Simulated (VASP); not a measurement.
# AlAu (R-3m) in VASP: notebook, part 2 of 2

VASP 6.6.1.

## 3. Single point, LDA

This run uses another cell than the first one, of the same volume but with other edges.

INCAR reads:

```
PREC = Accurate ; ENCUT = 520
EDIFF = 1E-7 ; ISMEAR = 0
SIGMA = 0.15 ; LREAL = False
LASPH = True ; NELM = 100
ALGO = Fast ; ISIF = 2
LWAVE = False ; LCHARG = False
NBANDS = 14
```

KPOINTS reads:

```
Automatic mesh
0
Gamma
  16 16 16
```

POSCAR reads:

```
AlAu
1.0
    3.3127517840     -0.5096541206     -0.5096541206
   -0.5096541206      3.3127517840     -0.5096541206
   -0.5096541206     -0.5096541206      3.3127517840
Al Au
1 1
Direct
    0.0000000000      0.0000000000      0.0000000000
    0.5000000000      0.5000000000      0.5000000000
```

Potentials or basis: VASP PAW LDA potentials, release 64 (Al, Au).

Command:

```console
cat potpaw_LDA.64/Al/POTCAR potpaw_LDA.64/Au/POTCAR > POTCAR
mpirun -np 1 vasp_std > vasp.out
```

OUTCAR:

```text
PREC = Accurate
   ENCUT = 520
   EDIFF = 1E-7
   ISMEAR = 0
   LREAL = False
   LASPH = True
   NELM = 100
   ISIF = 2

 ion  position               nearest neighbor table
   1  0.000  0.000  0.000-   2 1.99   2 1.99   2 3.19   2 3.19   2 3.19   2 3.19   2 3.19   2 3.19

   2  0.500  0.500  0.500-   1 1.99   1 1.99   1 3.19   1 3.19   1 3.19   1 3.19   1 3.19   1 3.19

  LATTYP: Found a trigonal (rhomboedric) cell.
 ALAT       =     3.3902535344
 COS(alpha) =    -0.2711864407

  Lattice vectors:

 A1 = (   3.3127517840,  -0.5096541206,  -0.5096541206)
 A2 = (  -0.5096541206,   3.3127517840,  -0.5096541206)
 A3 = (  -0.5096541206,  -0.5096541206,   3.3127517840)

Analysis of symmetry for initial positions (statically):
=====================================================================
 Subroutine PRICEL returns:
 Original cell was already a primitive cell.

 Routine SETGRP: Setting up the symmetry group for a
 trigonal (rhombohedral) supercell.

 Subroutine GETGRP returns: Found 12 space group operations
 (whereof 12 operations were pure point group operations)
 out of a pool of 12 trial point group operations.

The static configuration has the point symmetry D_3d.

[... 169 lines left out ...]
 k-point     1 :       0.0000    0.0000    0.0000
  band No.  band energies     occupation
      1      -2.3404      2.00000
      2       1.7556      2.00000
      3       1.9865      2.00000
      4       1.9865      2.00000
      5       3.7961      2.00000
      6       3.7961      2.00000
      7      12.5358      0.00000
      8      14.1095      0.00000
      9      14.1095      0.00000
     10      18.0247      0.00000
     11      18.7168      0.00000
     12      18.7168      0.00000
     13      19.2964      0.00000
     14      19.2964      0.00000
[... 377 lines left out ...]
      1      -2.2731      2.00000
      2       1.7582      2.00000
      3       1.9978      2.00000
      4       2.0189      2.00000
      5       3.7592      2.00000
      6       3.8044      2.00000
      7      12.4102      0.00000
      8      14.0299      0.00000
      9      14.1003      0.00000
     10      17.2386      0.00000
     11      18.5122      0.00000
     12      18.6654      0.00000
     13      19.3585      0.00000
     14      19.6903      0.00000

 [... further k-points ...]
[... 5 lines left out ...]
  --------------------------------------------------------------------------------------
  -------------------------------------------------------------------------------------
  Total       12.1233666     12.1233666     12.1233666     12.8286055     12.8286055     12.8286055
  in kB      579.6584373    579.6584373    579.6584373    613.3782508    613.3782508    613.3782508
  external PRESSURE =     579.6584373 kB  Pullay stress =       0.0000000 kB

 VOLUME and BASIS-vectors are now :
 -----------------------------------------------------------------------------
  energy-cutoff  :      520.00
  volume of cell :       33.51
      direct lattice vectors                 reciprocal lattice vectors
     3.312751784 -0.509654121 -0.509654121     0.319752076  0.058136741  0.058136741
    -0.509654121  3.312751784 -0.509654121     0.058136741  0.319752076  0.058136741
    -0.509654121 -0.509654121  3.312751784     0.058136741  0.058136741  0.319752076

 POSITION                                       TOTAL-FORCE (eV/Angst)
 -----------------------------------------------------------------------------------
      0.00000      0.00000      0.00000         0.000000      0.000000      0.000000
      1.14672      1.14672      1.14672        -0.000000     -0.000000     -0.000000
 -----------------------------------------------------------------------------------
    total drift:                               -0.000000      0.000000      0.000000

  FREE ENERGIE OF THE ION-ELECTRON SYSTEM (eV)
  ---------------------------------------------------
  free  energy   TOTEN  =        -5.1972329720 eV

  energy  without entropy=       -5.1907921129  energy(sigma->0) =       -5.19401254
```

OSZICAR:

```text
N       E                     dE             d eps       ncg     rms          rms(c)
DAV:   1     0.574278630960E+02    0.57428E+02   -0.64773E+03 12108   0.873E+02
DAV:   2    -0.464455776186E+01   -0.62072E+02   -0.57692E+02 14310   0.184E+02
DAV:   3    -0.580452600339E+01   -0.11600E+01   -0.11569E+01 14646   0.239E+01
DAV:   4    -0.581129101591E+01   -0.67650E-02   -0.67646E-02 13944   0.220E+00
DAV:   5    -0.581137152924E+01   -0.80513E-04   -0.80513E-04 14790   0.239E-01    0.849E+00
RMM:   6    -0.527730121652E+01    0.53407E+00   -0.10491E+00 11700   0.729E+00    0.416E+00
RMM:   7    -0.521734819802E+01    0.59953E-01   -0.54608E-02 12520   0.184E+00    0.211E+00
RMM:   8    -0.519720836750E+01    0.20140E-01   -0.11234E-02 12462   0.830E-01    0.230E-01
RMM:   9    -0.519723643444E+01   -0.28067E-04   -0.21745E-03 13153   0.325E-01    0.189E-01
RMM:  10    -0.519723411123E+01    0.23232E-05   -0.44341E-04 13250   0.141E-01    0.115E-01
RMM:  11    -0.519723823142E+01   -0.41202E-05   -0.91371E-05 12970   0.714E-02    0.624E-02
RMM:  12    -0.519723200634E+01    0.62251E-05   -0.29843E-05 12770   0.353E-02    0.199E-02
RMM:  13    -0.519723274286E+01   -0.73651E-06   -0.73424E-06 13337   0.164E-02    0.264E-02
RMM:  14    -0.519723289063E+01   -0.14777E-06   -0.12443E-06 11908   0.705E-03    0.296E-02
RMM:  15    -0.519723297202E+01   -0.81396E-07   -0.42065E-07 10184   0.380E-03
   1 F= -.51972330E+01 E0= -.51940125E+01  d E =-.644086E-02
```

stdout:

```text
POSCAR found type information on POSCAR AlAu
 POSCAR found :  2 types and       2 ions
 scaLAPACK will be used
 LDA part: xc-table for (Slater(with rela. corr.)+CA(PZ))
 , standard interpolation
 POSCAR, INCAR and KPOINTS ok, starting setup
 FFT: planning ... GRIDC
 FFT: planning ... GRID_SOFT
 FFT: planning ... GRID
 WAVECAR not read
 entering main loop
```

Run time: 1.8 min. Hardware: 1 thread of AMD EPYC 9R45 (Zen 5), shared host; peak memory 0.28 GiB.

Results:

```
Free energy            : -5.1972 eV
Pressure               : 58.0 GPa
Band gap on the k mesh : zero (band 7 reaches 12.54 eV, above the bottom of band 8 at 6.80 eV)
```

Caveat: spin-orbit coupling is left out, which moves the levels of the heavy elements.
